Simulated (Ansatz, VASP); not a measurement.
## Two plane-wave programs on WS2

File POSCAR:

```
WS2
1.0
    3.5782025500      0.0000000000      0.0000000000
   -1.7891012700      3.0988143100      0.0000000000
    0.0000000000      0.0000000000      5.7723833600
W S
1 2
Direct
    0.0000000000      0.0000000000      0.0000000000
    0.3333333333      0.6666666667      0.2520000000
    0.6666666667      0.3333333333      0.7480000000
```

The input INCAR.step1:

```
ALGO = Normal ; EDIFF = 1E-4
ENCUT = 520 ; GGA = PE
ISMEAR = 0 ; ISPIN = 2
LASPH = True ; LCHARG = False
LMAXMIX = 4 ; LREAL = False
LWAVE = True ; MAGMOM = 0.05 -0.01 -0.01
NBANDS = 24 ; NELM = 150
PREC = Accurate ; SIGMA = 0.05
```

Contents of INCAR.step2:

```
ALGO = Normal ; EDIFF = 1E-6
ENCUT = 520 ; ISIF = 2
ISMEAR = 0 ; ISPIN = 2
ISTART = 1 ; LASPH = True
LCHARG = True ; LELF = True
LMAXMIX = 4 ; LMIXTAU = True
LORBIT = 11 ; LREAL = False
LVHAR = True ; LWAVE = False
MAGMOM = 0.05 -0.01 -0.01 ; METAGGA = R2SCAN
NBANDS = 24 ; NELM = 150
PREC = Accurate ; SIGMA = 0.05
```

Contents of KPOINTS:

```
k-points
0
Gamma
  6 6 4
```

Input for Ansatz:

```yaml
crystal:
  lattice:
    - [3.57820255, 0.0, 0.0]
    - [-1.78910127, 3.09881431, 0.0]
    - [0.0, 0.0, 5.77238336]
  atoms:
    - { symbol: W, position: [0.0, 0.0, 0.0], spin: 2.0 }
    - { symbol: S, position: [0.3333333333, 0.6666666667, 0.252] }
    - { symbol: S, position: [0.6666666667, 0.3333333333, 0.748] }
basis:
  ecutwfc: 500
  ecutrho_ratio: 4
kpoints:
  mp_grid: { grid: [6, 6, 4] }
hamiltonian:
  xc: r2scan
  hubbard:
    sites:
      - { site: 0, l: d, u_eff: 0.0, starting_ns: [{ spin: up, occupation_matrix: s0up }, { spin: down, occupation_matrix: s0down }] }
    occupation_matrices:
      s0up:
        matrix:
          - [0.02763, -0.02742, -0.0032, 0.00214, -0.08017]
          - [-0.02742, 0.19661, -0.17042, -0.19326, 0.26352]
          - [-0.0032, -0.17042, 0.44485, 0.43113, 0.09045]
          - [0.00214, -0.19326, 0.43113, 0.46133, 0.03551]
          - [-0.08017, 0.26352, 0.09045, 0.03551, 0.86958]
      s0down:
        matrix:
          - [0.02, 0.0, 0.0, 0.0, 0.0]
          - [0.0, 0.02, 0.0, 0.0, 0.0]
          - [0.0, 0.0, 0.02, 0.0, 0.0]
          - [0.0, 0.0, 0.0, 0.02, 0.0]
          - [0.0, 0.0, 0.0, 0.0, 0.02]
    ns_hold: { iters: 5 }
scf:
  occupations: { method: gaussian, width: 0.05 }
  lower_state_search: "off"
  max_iter: 150
output:
  forces: true
  stress: true
  eigenvalues: true
  populations: true
  hubbard: { sites: [{ site: 0, l: d }] }
  write_density: true
  write_potential: true
  elf: true
  volumetric_format: npy
magnetization:
  spin_polarized: true
```

Alike in both runs: task single point; functional r2SCAN; k mesh 6 × 6 × 4; occupations gaussian, width 0.05 eV; collinear spin.

```csv
,VASP,Ansatz
version,VASP 6.6.1,Ansatz 0.2.0
potentials or method,"VASP PAW PBE potentials, release 64 (W_sv, S), cutoff 520 eV","scalar-relativistic, plane waves, PAW"
valence electrons in the cell,26,26
```

VASP gave:

- gap on the k mesh at the Fermi level (eV): none
- pressure (GPa): -15.5
- traceless stress, the component that is largest in VASP (GPa): 8.04
- rms of the force components (eV/Å): 0.527
- net moment per atom (μB): 0.02
- size of the moment on the site where the two differ most (μB): 0.06

Question: Estimate Ansatz's values.

Answer: gap on the k mesh at the Fermi level (eV): none; pressure (GPa): -15.5; traceless stress, the component that is largest in VASP (GPa): 8.04; rms of the force components (eV/Å): 0.530; net moment per atom (μB): 0.02; size of the moment on the site where the two differ most (μB): 0.05.

VASP's potentials were made for PBE, not for r2SCAN. Site moments also hang on the region over which each program counts them. Atom by atom the forces differ by 0.003 eV/Å (rms over components). A gap of «none» marks a metal or a gap that the smearing closes. The functional is the same, so the differences come from potentials, cutoffs and numerics. Ansatz's warnings: seeded moment not kept, specified occupation not kept, stability check not made, symmetry narrowed by occupation matrices.

Spin-orbit coupling is off throughout.
